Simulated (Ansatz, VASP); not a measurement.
# Os: VASP beside Ansatz

The input POSCAR:

```
Os
1.0
    0.0000000000      1.9741750000      1.8866500000
    1.9741750000      0.0000000000      1.8866500000
    1.9741750000      1.9741750000      0.0000000000
Os
1
Direct
    0.0000000000      0.0000000000      0.0000000000
```

File INCAR.step1:

```
SYSTEM = Os
PREC = Accurate
ENCUT = 520
ISMEAR = 0
SIGMA = 0.15
LREAL = .False.
LASPH = .True.
NELM = 60
NBANDS = 10
GGA = PE
ALGO = Normal
EDIFF = 1E-4
LWAVE = .True.
LCHARG = .False.
```

Contents of INCAR.step2:

```
SYSTEM = Os
PREC = Accurate
ENCUT = 520
EDIFF = 1E-6
ISMEAR = 0
SIGMA = 0.15
LREAL = .False.
LASPH = .True.
NELM = 60
ALGO = Normal
ISIF = 2
LWAVE = .False.
LCHARG = .True.
METAGGA = R2SCAN
LMIXTAU = .True.
LELF = .True.
LVHAR = .True.
NBANDS = 10
ISTART = 1
```

KPOINTS

```
Automatic mesh
0
Gamma
  20 20 20
  0 0 0
```

Input for Ansatz:

```yaml
crystal:
  lattice:
    - [0.0, 1.974175, 1.88665]
    - [1.974175, 0.0, 1.88665]
    - [1.974175, 1.974175, 0.0]
  atoms:
    - { symbol: Os, position: [0.0, 0.0, 0.0] }
basis:
  ecutwfc: 500
kpoints:
  mp_grid: { grid: [20, 20, 20] }
hamiltonian:
  xc: r2scan
scf:
  occupations: { method: gaussian, width: 0.15 }
output:
  forces: true
  stress: true
  eigenvalues: true
```

Change from the starting cell: strain +0.015 along x and y, -0.030 along z, atoms carried along.

Alike in both runs: task single point; functional r2SCAN; k mesh 20 × 20 × 20; occupations gaussian, width 0.15 eV; no spin polarisation.

```csv
,VASP,Ansatz
version,VASP 6.6.1,Ansatz 0.2.0
potentials or method,"VASP PAW PBE potentials, release 64 (Os), cutoff 520 eV","scalar-relativistic, plane waves, PAW"
valence electrons in the cell,8,16
```

```csv
,VASP,Ansatz,Ansatz less VASP
gap on the k mesh at the Fermi level (eV),none,none,-
pressure (GPa),-15.7,-16.3,-0.57
"traceless stress, the component that is largest in VASP (GPa)",9.73,9.80,+0.071
```

VASP's potentials were made for PBE, not for r2SCAN. A gap of «none» marks a metal or a gap that the smearing closes. With one functional, cell and mesh, what is left measures potentials, basis and numerics. VASP's potentials hold 8 valence electrons a cell and Ansatz's 16, so a difference there can come from the potentials and not from the codes.

Neither program's run includes spin-orbit coupling.
